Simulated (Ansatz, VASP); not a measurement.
**One calculation of Sr, two programs**

File INCAR:

```
PREC     = Accurate       # precision mode
ENCUT    = 520            # plane-wave cutoff, eV
EDIFF    = 1E-6           # SCF threshold, eV
ISMEAR   = 0              # smearing method
SIGMA    = 0.03           # smearing width, eV
LREAL    = False          # projectors in reciprocal space
LASPH    = True           # aspherical terms in the spheres
NELM     = 80             # most SCF steps
ALGO     = Fast           # electronic algorithm
ISIF     = 2              # what is computed and relaxed
LWAVE    = False          # write WAVECAR
LCHARG   = False          # write CHGCAR
GGA      = PS             # functional
NBANDS   = 11             # bands
```

Contents of KPOINTS:

```
Automatic mesh
0
Gamma
  10 10 10
```

File POSCAR:

```
Sr
1.0
    0.0000000000      2.8902325000      3.0423500000
    2.8902325000      0.0000000000      3.0423500000
    2.8902325000      2.8902325000      0.0000000000
Sr
1
Direct
    0.0000000000      0.0000000000      0.0000000000
```

Input for Ansatz:

```yaml
crystal:
  lattice:
    - [0.0, 2.8902325, 3.04235]
    - [2.8902325, 0.0, 3.04235]
    - [2.8902325, 2.8902325, 0.0]
  atoms:
    - { symbol: Sr, position: [0.0, 0.0, 0.0] }
basis:
  ecutwfc: 420
kpoints:
  mp_grid: { grid: [10, 10, 10] }
hamiltonian:
  xc: pbesol
scf:
  occupations: { method: gaussian, width: 0.03 }
output:
  forces: true
  stress: true
  eigenvalues: true
```

Change from the starting cell: strain -0.050 along x and y, +0.000 along z, atoms carried along.

Alike in both runs: task single point; functional PBEsol; k mesh 10 × 10 × 10; occupations gaussian, width 0.03 eV; no spin polarisation.

|  | VASP | Ansatz |
| --- | --- | --- |
| version | VASP 6.6.1 | Ansatz 0.2.0 |
| potentials or method | VASP PAW PBE potentials, release 64 (Sr_sv), cutoff 520 eV | scalar-relativistic, plane waves, PAW |
| valence electrons in the cell | 10 | 10 |

```csv
,VASP,Ansatz,Ansatz less VASP
gap on the k mesh at the Fermi level (eV),none,none,-
pressure (GPa),0.2,0.2,0.00
"traceless stress, the component that is largest in VASP (GPa)",-0.17,-0.17,0.000
```

VASP's potentials were made for PBE, not for PBEsol. A gap of «none» marks a metal or a gap that the smearing closes.
